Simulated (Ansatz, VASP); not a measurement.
## SiC in VASP and in Ansatz

The input INCAR:

```
SYSTEM = SiC
ALGO = Normal
EDIFF = 1E-6
ENCUT = 520
GGA = PE
ISIF = 2
ISMEAR = 0
LASPH = .True.
LCHARG = .False.
LREAL = .False.
LWAVE = .False.
NBANDS = 36
NELM = 100
PREC = Accurate
SIGMA = 0.05
```

File KPOINTS:

```
k-points
0
Gamma
  10 10 2
  0 0 0
```

File POSCAR:

```
SiC
1.0
    2.1898640950     -2.1898640950      0.0000000000
    2.1898640950      0.0000000000     -2.1898640950
   12.7743532117      6.7520079640      6.7520079640
Si C
6 6
Direct
    0.6371701400     -0.3628298600      0.3958000000
    0.1232868067      0.1232868067      0.2291333333
    0.1510534733      0.1510534733      0.5624666667
    0.1788201400      0.1788201400      0.8958000000
   -0.3350631933     -0.3350631933      0.7291333333
    0.6094034733      0.6094034733      0.0624666667
    0.2656409733      0.2656409733      0.4374666667
   -0.2482423600     -0.2482423600      0.2708000000
   -0.2204756933     -0.2204756933      0.6041333333
   -0.1927090267     -0.1927090267      0.9374666667
   -0.7065923600     -0.7065923600      0.7708000000
    0.2378743067      0.2378743067      0.1041333333
```

Input for Ansatz:

```yaml
crystal:
  lattice:
    - [2.189864095, -2.189864095, 0.0]
    - [2.189864095, 0.0, -2.189864095]
    - [12.7743532117, 6.752007964, 6.752007964]
  atoms:
    - { symbol: Si, position: [0.63717014, -0.36282986, 0.3958] }
    - { symbol: Si, position: [0.1232868067, 0.1232868067, 0.2291333333] }
    - { symbol: Si, position: [0.1510534733, 0.1510534733, 0.5624666667] }
    - { symbol: Si, position: [0.17882014, 0.17882014, 0.8958] }
    - { symbol: Si, position: [-0.3350631933, -0.3350631933, 0.7291333333] }
    - { symbol: Si, position: [0.6094034733, 0.6094034733, 0.0624666667] }
    - { symbol: C, position: [0.2656409733, 0.2656409733, 0.4374666667] }
    - { symbol: C, position: [-0.24824236, -0.24824236, 0.2708] }
    - { symbol: C, position: [-0.2204756933, -0.2204756933, 0.6041333333] }
    - { symbol: C, position: [-0.1927090267, -0.1927090267, 0.9374666667] }
    - { symbol: C, position: [-0.70659236, -0.70659236, 0.7708] }
    - { symbol: C, position: [0.2378743067, 0.2378743067, 0.1041333333] }
basis:
  ecutwfc: 420
kpoints:
  mp_grid: { grid: [10, 10, 2] }
hamiltonian:
  xc: pbe
scf:
  occupations: { method: gaussian, width: 0.05 }
output:
  forces: true
  stress: true
  eigenvalues: true
```

Alike in both runs: task single point; functional PBE; k mesh 10 × 10 × 2; occupations gaussian, width 0.05 eV; no spin polarisation.

```csv
,VASP,Ansatz
version,VASP 6.6.1,Ansatz 0.2.0
potentials or method,"VASP PAW PBE potentials, release 64 (Si, C), cutoff 520 eV","scalar-relativistic, plane waves, PAW"
valence electrons in the cell,48,48
```

```csv
,VASP,Ansatz,Ansatz less VASP
gap on the k mesh at the Fermi level (eV),1.05,1.05,+0.002
least direct gap on the mesh (eV),1.98,1.98,+0.003
pressure (GPa),-0.4,-0.3,+0.05
"traceless stress, the component that is largest in VASP (GPa)",-2.62,-2.61,+0.015
rms of the force components (eV/Å),0.280,0.280,-0.0002
```

Atom by atom the forces differ by 0.001 eV/Å (rms over components).
